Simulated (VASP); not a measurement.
Crystal: WSe4.

```xyz
5
Lattice="4.9555 0.0000 0.0000 0.0000 4.9555 0.0000 0.0000 0.0000 4.9555" Properties=species:S:1:pos:R:3 pbc="T T T"
W     0.0000    0.0000    0.0000
Se    2.4777    2.4777    2.4777
Se    0.0000    2.4777    2.4777
Se    2.4777    0.0000    2.4777
Se    2.4777    2.4777    0.0000
```

Base run:

- Program: VASP 6.6.1
- Functional: PBE
- Potentials or basis: VASP PAW PBE potentials, release 64 (W_sv, Se)
- Cutoff: 520 eV
- k mesh: 4 × 4 × 4
- Occupations: gaussian, width 0.1 eV
- Spin: no spin polarisation

Its results: pressure -2.8 GPa.

Problem. The run is repeated on the same cell with these changes: spin from no spin polarisation to collinear spin, ferrimagnetic start; further incar settings from ALGO = Normal; EDIFF = 1e-06; NBANDS = 27 to ALGO = Normal; EDIFF = 1e-06; NBANDS = 31. What comes out?

Solution. Pressure 0.6 GPa; net moment 2.62 μB per cell; site moments W +2.83; Se -0.04, -0.24 μB.
